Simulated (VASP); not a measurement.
# TaN (Fm-3m) in VASP: notebook

TaN is run at these levels: PBEsol+D3(BJ)+U, LDA, r2SCAN; tasks: single point.

All numbers are computed with VASP 6.6.1; they aren't measurements. Logs are shortened: lines on timing, memory, paths and dates and some standing lists are left out, and cuts for length are marked.

## (1) The cell of the first run

The structure is cubic, space group Fm-3m (No. 225). Conventional cell: a = 4.509 Å, b = 4.509 Å, c = 4.509 Å, α = 90.00°, β = 90.00°, γ = 90.00°. Within 3.0 Å of Ta (site symmetry m-3m) lie 6 N at 2.25 Å. N (site symmetry m-3m) has 6 Ta at 2.25 Å within 3.0 Å.

## (2) Single point, PBEsol+D3(BJ)+U (volume scaled by 1.06)

INCAR

```
ALGO = Normal ; EDIFF = 1E-6
ENCUT = 520 ; GGA = PS
ISIF = 2 ; ISMEAR = -1
IVDW = 12 ; LASPH = True
LCHARG = False ; LDAU = True
LDAUJ = 0 0 ; LDAUL = 2 -1
LDAUPRINT = 1 ; LDAUTYPE = 2
LDAUU = 8 0 ; LMAXMIX = 4
LREAL = False ; LWAVE = False
NBANDS = 15 ; NELM = 150
PREC = Accurate ; SIGMA = 0.01
```

KPOINTS

```
k-points
0
Gamma
  10 10 10
```

POSCAR

```
TaN
1.0
    0.0000000000      2.2546932853      2.2546932853
    2.2546932853      0.0000000000      2.2546932853
    2.2546932853      2.2546932853      0.0000000000
Ta N
1 1
Direct
    0.5000000000      0.5000000000      0.5000000000
    0.0000000000      0.0000000000      0.0000000000
```

Potentials or basis: VASP PAW PBE potentials, release 64 (Ta_pv, N).

Started as:

```
cat potpaw_PBE.64/Ta_pv/POTCAR potpaw_PBE.64/N/POTCAR > POTCAR
mpirun -np 1 vasp_std > vasp.out
```

OUTCAR:

```text
EDIFF = 1E-6
   ENCUT = 520
   GGA = PS
   ISIF = 2
   ISMEAR = -1
   IVDW = 12
   LASPH = True
   LREAL = False
   NELM = 150
   PREC = Accurate
 IVDW          = 12

 ion  position               nearest neighbor table
   1  0.500  0.500  0.500-   2 2.25   2 2.25   2 2.25   2 2.25   2 2.25   2 2.25
   2  0.000  0.000  0.000-   1 2.25   1 2.25   1 2.25   1 2.25   1 2.25   1 2.25

  LATTYP: Found a face centered cubic cell.
 ALAT       =     4.5093865706

  Lattice vectors:

 A1 = (   0.0000000000,   2.2546932853,   2.2546932853)
 A2 = (   2.2546932853,   0.0000000000,   2.2546932853)
 A3 = (   2.2546932853,   2.2546932853,   0.0000000000)

Analysis of symmetry for initial positions (statically):
=====================================================================
 Subroutine PRICEL returns:
 Original cell was already a primitive cell.

 Routine SETGRP: Setting up the symmetry group for a
 face centered cubic supercell.

 Subroutine GETGRP returns: Found 48 space group operations
 (whereof 48 operations were pure point group operations)
 out of a pool of 48 trial point group operations.

The static configuration has the point symmetry O_h .

Analysis of symmetry for dynamics (positions and initial velocities):
=====================================================================
 Subroutine PRICEL returns:
 Original cell was already a primitive cell.

 Routine SETGRP: Setting up the symmetry group for a
 face centered cubic supercell.

 Subroutine GETGRP returns: Found 48 space group operations
 (whereof 48 operations were pure point group operations)
 out of a pool of 48 trial point group operations.

The dynamic configuration has the point symmetry O_h .

 Subroutine INISYM returns: Found 48 space group operations
 (whereof 48 operations are pure point group operations),
 and found     1 'primitive' translations

----------------------------------------------------------------------------------------

                                     Primitive cell

  volume of cell :      22.9241

  direct lattice vectors                    reciprocal lattice vectors
     0.000000000  2.254693285  2.254693285    -0.221759653  0.221759653  0.221759653
     2.254693285  0.000000000  2.254693285     0.221759653 -0.221759653  0.221759653
     2.254693285  2.254693285  0.000000000     0.221759653  0.221759653 -0.221759653

  length of vectors
     3.188617823  3.188617823  3.188617823     0.384098986  0.384098986  0.384098986

  position of ions in fractional coordinates (direct lattice)
     0.500000000  0.500000000  0.500000000
     0.000000000  0.000000000  0.000000000

  ion indices of the primitive-cell ions
   primitive index   ion index
                 1           1
                 2           2

----------------------------------------------------------------------------------------

 KPOINTS: k-points

Automatic generation of k-mesh.
 Grid dimensions read from file:
 generate k-points for:   10   10   10

 Generating k-lattice:

  Cartesian coordinates                     Fractional coordinates (reciprocal lattice)
    -0.022175965  0.022175965  0.022175965     0.100000000  0.000000000  0.000000000
     0.022175965 -0.022175965  0.022175965     0.000000000  0.100000000  0.000000000
     0.022175965  0.022175965 -0.022175965     0.000000000  0.000000000  0.100000000

  Length of vectors
     0.038409899  0.038409899  0.038409899

  Shift w.r.t. Gamma in fractional coordinates (k-lattice)
     0.000000000  0.000000000  0.000000000

 Subroutine IBZKPT returns following result:
 ===========================================

 Found     47 irreducible k-points:

 Following reciprocal coordinates:
            Coordinates               Weight
  0.000000  0.000000  0.000000      1.000000
[... 43 lines left out ...]
   LREAL  =      F    real-space projection
   EDIFFG = 0.1E-04   stopping-criterion for IOM
   NSW    =      0    number of steps for IOM
   IBRION =     -1    ionic relax: 0-MD 1-quasi-New 2-CG
   NFREE  =      0    steps in history (QN), initial steepest desc. (CG)
   ISIF   =      2    stress and relaxation
   ISYM   =      2    0-nonsym 1-usesym 2-fastsym
   POTIM  = 0.5000    time-step for ionic-motion
   TEBEG  =    0.0;   TEEND  =   0.0 temperature during run
   PSTRESS=    0.0 pullay stress
   NELECT =      16.0000    total number of electrons
   NUPDOWN=      -1.0000    fix difference up-down
   EMIN   =  10.00;   EMAX   =-10.00  energy-range for DOS
   EFERMI =   0.00;   METHOD = LEGACY
   ISMEAR =    -1;   SIGMA  =   0.01  broadening in eV -4-tet -1-fermi 0-gaus
   EFERMI_NEDOS =   21; number of points for ismear=-14 and -15
   IALGO  =     38    algorithm
   IMIX   =      4    mixing-type and parameters
     AMIX     =   0.40;   BMIX     =  1.00
     AMIX_MAG =   1.60;   BMIX_MAG =  1.00
  volume/ion in A,a.u.               =      11.46        77.35
  Fermi-wavevector in a.u.,A,eV,Ry     =   1.452170  2.744203 28.691921  2.108797
  Thomas-Fermi vector in A             =   2.569583
   LORBIT       =      0    0 simple, 1 ext, 2 COOP (PROOUT), +10 PAW based schemes
 LDA+U is selected, type is set to LDAUTYPE =  2
   angular momentum for each species LDAUL =     2   -1
   U (eV)           for each species LDAUU =   8.0  0.0
   J (eV)           for each species LDAUJ =   0.0  0.0
   GGA     = PS    functional components
   LHFCALC =     F    Hartree Fock is set to
   AEXX    =    0.0000 exact exchange contribution
   IVDW    =    12    specifies the selected vdW correction
   LEPSILON=     F    determine dielectric tensor
   LRPA    =     F    only Hartree local field effects (RPA)
 non-spin polarized calculation
  energy-cutoff  :      520.00
  volume of cell :       22.92
 maximum number of plane-waves:       636
   NGX = 11   NGY = 11   NGZ = 11

atom =   1  type =  1  l = 2

 onsite density matrix

spin component  1

  0.2424  0.0000 -0.0000  0.0000 -0.0000
  0.0000  0.2424  0.0000  0.0000 -0.0000
 -0.0000  0.0000  0.1618 -0.0000 -0.0000
  0.0000  0.0000 -0.0000  0.2424 -0.0000
 -0.0000 -0.0000 -0.0000 -0.0000  0.1618

spin component  2

  0.2424  0.0000 -0.0000  0.0000 -0.0000
  0.0000  0.2424  0.0000  0.0000 -0.0000
 -0.0000  0.0000  0.1618 -0.0000 -0.0000
  0.0000  0.0000 -0.0000  0.2424 -0.0000
 -0.0000 -0.0000 -0.0000 -0.0000  0.1618

 occupancies and eigenvectors

  o =  0.1618  v =  0.0000  0.0000  0.9999  0.0000  0.0165  0.0000  0.0000  0.0000  0.0000  0.0000      0.0000  0.0000  0.0000  0.0000  0.0000  0.0000  0.0000  0.0000  0.0000  0.0000
  o =  0.1618  v =  0.0000  0.0000  0.0000  0.0000  0.0000  0.0000  0.0000  0.9999  0.0000  0.0165      0.0000  0.0000  0.0000  0.0000  0.0000  0.0000  0.0000  0.0000  0.0000  0.0000
  o =  0.1618  v =  0.0000 -0.0000 -0.0165  0.0000  0.9999  0.0000  0.0000  0.0000  0.0000  0.0000      0.0000  0.0000  0.0000  0.0000  0.0000  0.0000  0.0000  0.0000  0.0000  0.0000
  o =  0.1618  v =  0.0000  0.0000  0.0000  0.0000  0.0000  0.0000 -0.0000 -0.0165  0.0000  0.9999      0.0000  0.0000  0.0000  0.0000  0.0000  0.0000  0.0000  0.0000  0.0000  0.0000
  o =  0.2424  v =  0.0000 -0.2515  0.0000 -0.9679  0.0000  0.0000  0.0000  0.0000  0.0000  0.0000      0.0000  0.0000  0.0000  0.0000  0.0000  0.0000  0.0000  0.0000  0.0000  0.0000
  o =  0.2424  v =  0.0000  0.0000  0.0000  0.0000  0.0000  0.0000 -0.2515  0.0000 -0.9679  0.0000      0.0000  0.0000  0.0000  0.0000  0.0000  0.0000  0.0000  0.0000  0.0000  0.0000
  o =  0.2424  v =  0.0000  0.0000  0.0000  0.0000  0.0000  0.0000  0.9679 -0.0000 -0.2515  0.0000      0.0000  0.0000  0.0000  0.0000  0.0000  0.0000  0.0000  0.0000  0.0000  0.0000
  o =  0.2424  v =  0.0000  0.9679 -0.0000 -0.2515  0.0000  0.0000  0.0000  0.0000  0.0000  0.0000      0.0000  0.0000  0.0000  0.0000  0.0000  0.0000  0.0000  0.0000  0.0000  0.0000
  o =  0.2424  v =  1.0000  0.0000  0.0000  0.0000  0.0000  0.0000  0.0000  0.0000  0.0000  0.0000      0.0000  0.0000  0.0000  0.0000  0.0000  0.0000  0.0000  0.0000  0.0000  0.0000
  o =  0.2424  v =  0.0000  0.0000  0.0000  0.0000  0.0000  1.0000  0.0000  0.0000  0.0000  0.0000      0.0000  0.0000  0.0000  0.0000  0.0000  0.0000  0.0000  0.0000  0.0000  0.0000

 number of electron      16.0000000 magnetization

 Free energy of the ion-electron system (eV)
  ---------------------------------------------------
  ext. energy  EPLUGINS =         0.00000000
  ---------------------------------------------------
  free energy    TOTEN  =       -16.12932774 eV

  energy without entropy =      -16.12874729  energy(sigma->0) =      -16.12903751

 E-fermi :   9.6243     XC(G=0): -13.2116

 val. band max:        9.4425691593   @ k =  -0.3000   0.4000   0.2000
 cond. band min:       9.6331523661   @ k =  -0.3000   0.3000   0.1000
 fundamental gap:      0.1905832068
 Fermi energy:         9.6242691059

 k-point     1 :       0.0000    0.0000    0.0000
  band No.  band energies     occupation
      1     -28.0868      2.00000
      2     -28.0868      2.00000
      3     -28.0868      2.00000
      4      -9.2630      2.00000
      5       5.4835      2.00000
      6       5.4835      2.00000
      7       5.4835      2.00000
      8       7.7907      2.00000
      9       7.7907      2.00000
     10       7.7907      2.00000
     11       9.6701      0.02028
     12      10.3892      0.00000
     13      10.3892      0.00000
     14      17.9177      0.00000
[... 401 lines left out ...]
      2     -28.2610      2.00000
      3     -28.2431      2.00000
      4      -7.5576      2.00000
      5       1.4669      2.00000
      6       3.6757      2.00000
      7       4.2216      2.00000
      8       5.8609      2.00000
      9      12.2403      0.00000
     10      12.4342      0.00000
     11      12.5664      0.00000
     12      12.6640      0.00000
     13      17.1959      0.00000
     14      18.3617      0.00000
     15      19.6651      0.00000

 [... further k-points ...]

------------------------ aborting loop because EDIFF is reached ----------------------------------------

 Edisp (eV)   -0.86393

 E8    (eV) :    -0.5999

  FORCE on cell =-STRESS in cart. coord.  units (eV):
  Direction    XX          YY          ZZ          XY          YZ          ZX
  --------------------------------------------------------------------------------------
  -------------------------------------------------------------------------------------
  Total      -1.50091    -1.50091    -1.50091     0.00000    -0.00000     0.00000
  in kB    -104.89963  -104.89963  -104.89963     0.00000    -0.00000     0.00000
  external pressure =     -104.90 kB  Pullay stress =        0.00 kB

 VOLUME and BASIS-vectors are now :
 -----------------------------------------------------------------------------
  energy-cutoff  :      520.00
  volume of cell :       22.92
      direct lattice vectors                 reciprocal lattice vectors
     0.000000000  2.254693285  2.254693285    -0.221759653  0.221759653  0.221759653
     2.254693285  0.000000000  2.254693285     0.221759653 -0.221759653  0.221759653
     2.254693285  2.254693285  0.000000000     0.221759653  0.221759653 -0.221759653

 POSITION                                       TOTAL-FORCE (eV/Angst)
 -----------------------------------------------------------------------------------
      2.25469      2.25469      2.25469         0.000000      0.000000      0.000000
      0.00000      0.00000      0.00000        -0.000000     -0.000000     -0.000000
 -----------------------------------------------------------------------------------
    total drift:                                0.000000     -0.000000     -0.000000

  FREE ENERGIE OF THE ION-ELECTRON SYSTEM (eV)
  ---------------------------------------------------
  free  energy   TOTEN  =       -16.9932603504 eV

  energy  without entropy=      -16.9926799056  energy(sigma->0) =      -16.99297013
```

Run time: 13 s. Hardware: 1 thread of Intel Xeon 6975P-C, shared host; peak memory 0.16 GiB.

What came out:

```
Free energy                : -16.9933 eV
Pressure                   : -10.5 GPa
Band gap on the k mesh     : zero (band 8 reaches 11.37 eV, above the bottom of band 9 at 7.79 eV)
Dispersion energy per atom : -0.432 eV
```

Eigenvalues of the final occupation matrices:
| site | spin | trace | eigenvalues |
| --- | --- | --- | --- |
| site 1 d | 1 | 1.05 | 0.16 0.16 0.24 0.24 0.24 |
| site 1 d | 2 | 1.05 | 0.16 0.16 0.24 0.24 0.24 |

Caveat: the PAW data sets were made with another functional, which shifts forces and pressure a little; spin-orbit coupling is left out, which moves the levels of the heavy elements; U without spin polarisation on a metal has little footing; pairwise dispersion overbinds metals, which lowers pressure and volume.

[end of part 1 of 2]
